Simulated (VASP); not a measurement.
Wanted: the native input for a VASP 6.6.1 run.

| Item | Value |
| --- | --- |
| Task | relaxation of cell and atoms |
| Functional | PBE |
| Potentials or basis | VASP PAW PBE potentials, release 64 (Lu, Hf_pv, O) |
| Cutoff | 600 eV |
| k mesh | 6 × 6 × 4 |
| Occupations | gaussian, width 0.1 eV |
| Spin | no spin polarisation |
| Dipole correction | no |
| Further INCAR settings | ALGO = Normal; EDIFF = 1e-06; IBRION = 2; EDIFFG = -0.04; NSW = 90; ISIF = 3 |

The structure of LuHfO lies in POSCAR:

```
LuHfO
1.0
    4.0621832200      0.0000000000      0.0000000000
   -2.0310916100      3.5179538600      0.0000000000
    0.0000000000      0.0000000000      4.4781662700
Lu Hf O
1 1 1
Direct
    0.0000000000      0.0000000000      0.5000000000
    0.3333333300      0.6666666700      0.5000000000
    0.6666666700      0.3333333300      0.0000000000
```

The cell was built from a structure type or drawn by symmetry, and may not be a known phase.

These files were run (other wordings do the same):

INCAR

```
SYSTEM = LuHfO
ALGO = Normal ; EDIFF = 1E-6
EDIFFG = -0.04 ; ENCUT = 600
GGA = PE ; IBRION = 2
ISIF = 3 ; ISMEAR = 0
LASPH = .TRUE. ; LCHARG = .FALSE.
LREAL = .FALSE. ; LWAVE = .FALSE.
NELM = 60 ; NSW = 90
PREC = Accurate ; SIGMA = 0.1
```

KPOINTS

```
k-points
0
G
  6 6 4
  0 0 0
```

Potentials or basis: VASP PAW PBE potentials, release 64 (Lu, Hf_pv, O).

Launch:

```sh
$ cat potpaw_PBE.64/Lu/POTCAR potpaw_PBE.64/Hf_pv/POTCAR potpaw_PBE.64/O/POTCAR > POTCAR
$ mpirun -np 1 vasp_std > vasp.out
```

Results of the run:

The relaxed volume is 20.03 Å³/atom and the relaxed cell is a = 4.875 Å, b = 4.875 Å, c = 2.920 Å, α = 90.00°, β = 90.00°, γ = 120.00°. The space group after relaxing (to 0.1 Å) is P-6m2 (No. 187), the energy gained by relaxing is 1611.9 meV/atom and the ionic steps are 12. The pressure after relaxing is -0.1 GPa. The band gap on the k mesh is zero (an odd number of electrons rules out a gap without spin polarisation).

Caveat: a cell axis changed by over 15 % at a fixed basis, so the end point is rough; spin-orbit coupling is left out, which moves the levels of the heavy elements; an odd number of electrons without spin polarisation forces a metal; a magnetic or distorted state may lie lower.

Wall time 3.7 min on 1 thread of Intel(R) Xeon(R) 6975P-C (Granite Rapids), with other jobs on the host, peak memory 0.23 GiB.
